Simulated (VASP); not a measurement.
Write the native input for VASP 6.6.1 that does the following.

- Task: single point
- Functional: HSE06
- Potentials or basis: VASP PAW PBE potentials, release 64 (Si, S)
- Cutoff: 400 eV
- k mesh: 4 × 4 × 4
- Occupations: gaussian, width 0.01 eV
- Spin: no spin polarisation
- Dipole correction: no
- Grid for exact exchange (PRECFOCK): Normal
- Further INCAR settings: ALGO = Normal; EDIFF = 1e-06; NBANDS = 25
- Share of exact exchange: 0.25
- Screening parameter: 0.2079 1/Å

Crystal: SiS2.

```
CELL_PARAMETERS angstrom
-2.74339 4.81807 2.61086
2.74339 -4.81807 2.61086
2.74339 4.81807 -2.61086
ATOMIC_POSITIONS crystal
Si 0.75000 0.75000 0.00000
Si 0.25000 0.25000 0.00000
S 0.12068 0.21686 0.33754
S 0.87932 0.78314 0.66246
S 0.62068 0.28314 0.90383
S 0.37932 0.71686 0.09617
```

This cell differs from its parent crystal: uniaxial z strain -5.5%.

One way to write it, as run:

POSCAR

```
SiS2
1.0
   -2.7433908125      4.8180676592      2.6108649309
    2.7433908125     -4.8180676592      2.6108649309
    2.7433908125      4.8180676592     -2.6108649309
Si S
2 4
Direct
    0.7500000000      0.7500000000      0.0000000000
    0.2500000000      0.2500000000      0.0000000000
    0.1206809273      0.2168550175      0.3375359448
    0.8793190727      0.7831449825      0.6624640552
    0.6206809273      0.2831449825      0.9038259097
    0.3793190727      0.7168550175      0.0961740903
```

INCAR.step1

```
PREC = Accurate ; ENCUT = 400
EDIFF = 1E-5 ; ISMEAR = 0
SIGMA = 0.01 ; LREAL = False
LASPH = True ; NELM = 120
ALGO = Normal ; ISIF = 2
LWAVE = True ; LCHARG = False
GGA = PE ; NBANDS = 25
GGA_COMPAT = False ; KPAR = 4
```

INCAR.step2

```
PREC = Accurate ; ENCUT = 400
EDIFF = 1E-6 ; ISMEAR = 0
SIGMA = 0.01 ; LREAL = False
LASPH = True ; NELM = 120
ALGO = Normal ; ISIF = 2
LWAVE = False ; LCHARG = False
GGA = PE ; LHFCALC = True
HFSCREEN = 0.2079 ; PRECFOCK = Normal
ISTART = 1 ; NBANDS = 25
GGA_COMPAT = False ; KPAR = 4
```

KPOINTS

```
regular mesh
0
Gamma
  4 4 4
```

Potentials or basis: VASP PAW PBE potentials, release 64 (Si, S).

Command:

```bash
$ cat potpaw_PBE.64/Si/POTCAR potpaw_PBE.64/S/POTCAR > POTCAR
$ cp INCAR.step1 INCAR
$ mpirun -np 4 vasp_std > vasp.out
$ cp INCAR.step2 INCAR
$ mpirun -np 4 vasp_std > vasp.out
```

It gave:

```json
{
  "Pressure": "3.0 GPa",
  "Largest force": "0.311 eV/Å",
  "Band gap on the k mesh": "3.83 eV (least direct gap 4.11 eV)"
}
```

Caveat: the cell differs from its parent crystal (uniaxial z strain -5.5%); the stress differs along the axes, from 0 to 8 GPa; the PAW data sets were made with another functional, which shifts forces and pressure a little.

Wall time 20 min on 4 MPI ranks on AMD EPYC 7R13 Processor (Zen 3), on a shared host, peak memory 0.35 GiB a rank.
